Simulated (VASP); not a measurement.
Wanted: the native input for a VASP 6.6.1 run.

* Task: single point
* Functional: PBEsol
* Potentials or basis: VASP PAW PBE potentials, release 64 (Sb)
* Cutoff: 520 eV
* k mesh: 14 × 14 × 14
* Occupations: gaussian, width 0.1 eV
* Spin: no spin polarisation
* Dipole correction: no
* Further INCAR settings: ALGO = Normal; EDIFF = 1e-06; NBANDS = 8

The structure of Sb lies in POSCAR:

```
Sb
1.0
    2.9669892646      0.0000000000      0.0000000000
    0.0000000000      2.9669892646      0.0000000000
    0.0000000000      0.0000000000      2.9669892646
Sb
1
Direct
    0.0000000000      0.0000000000      0.0000000000
```

This cell differs from its parent crystal: volume scaled by 0.91.

The input as run:

INCAR

```
PREC = Accurate
ENCUT = 520
EDIFF = 1E-6
ISMEAR = 0
SIGMA = 0.1
LREAL = False
LASPH = True
NELM = 100
ALGO = Normal
ISIF = 2
LWAVE = False
LCHARG = True
GGA = PS
LELF = True
LVHAR = True
NBANDS = 8
```

KPOINTS

```
Automatic mesh
0
Gamma
  14 14 14
```

Potentials or basis: VASP PAW PBE potentials, release 64 (Sb).

Launch:

```console
$ cat potpaw_PBE.64/Sb/POTCAR > POTCAR
$ mpirun -np 1 vasp_std > vasp.out
```

Results of the run:

| Property | Result |
| --- | --- |
| Pressure | 7.3 GPa |

Caveat: the PAW data sets were made with another functional, which shifts forces and pressure a little.

Run time: 6.7 s on 1 thread of Intel(R) Xeon(R) Platinum 8559C (Emerald Rapids) (shared host), peak memory 0.15 GiB.
